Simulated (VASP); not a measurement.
Write the native input for VASP 6.6.1 that does the following.

```yaml
Task: single point
Functional: PBEsol
Dispersion: D3(BJ)
Potentials_or_basis: VASP PAW PBE potentials, release 64 (Al)
Cutoff: 520 eV
k_mesh: 28 × 28 × 28
Occupations: gaussian, width 0.15 eV
Spin: no spin polarisation
Dipole_correction: no
Further_INCAR_settings: ALGO = Fast; EDIFF = 1e-06; NBANDS = 8
```

The structure of Al lies in POSCAR:

```
Al
1.0
    0.0000000000      1.8644536180      2.2373443416
    1.8644536180      0.0000000000      2.2373443416
    1.8644536180      1.8644536180      0.0000000000
Al
1
Direct
    0.0000000000      0.0000000000      0.0000000000
```

This cell differs from its parent crystal: ratio of the length along z to the lengths across it x 1.2, volume and fractional coordinates fixed.

These files were run (other wordings do the same):

INCAR

```
SYSTEM = Al
ALGO     = Fast           ! electronic algorithm
EDIFF    = 1E-6           ! SCF threshold, eV
ENCUT    = 520            ! plane-wave cutoff, eV
GGA      = PS             ! functional
ISIF     = 2              ! what is computed and relaxed
ISMEAR   = 0              ! smearing method
IVDW     = 12             ! dispersion correction
LASPH    = .TRUE.         ! aspherical terms in the spheres
LCHARG   = .FALSE.        ! write CHGCAR
LREAL    = .FALSE.        ! projectors in reciprocal space
LWAVE    = .FALSE.        ! write WAVECAR
NBANDS   = 8              ! bands
NELM     = 100            ! most SCF steps
PREC     = Accurate       ! precision mode
SIGMA    = 0.15           ! smearing width, eV
```

KPOINTS

```
k-points
0
G
  28 28 28
  0 0 0
```

Potentials or basis: VASP PAW PBE potentials, release 64 (Al).

Launch:

```bash
$ cat potpaw_PBE.64/Al/POTCAR > POTCAR
$ mpirun -np 1 vasp_std > vasp.out
```

It gave:

| Quantity | Value |
| --- | --- |
| Pressure | 3.1 GPa |
| Dispersion energy per atom | -0.337 eV |

Caveat: the PAW data sets were made with another functional, which shifts forces and pressure a little; pairwise dispersion overbinds metals, which lowers pressure and volume.

Run time: 79 s on 1 thread of Intel Xeon 6975P-C, with other jobs on the host, peak memory 0.29 GiB.
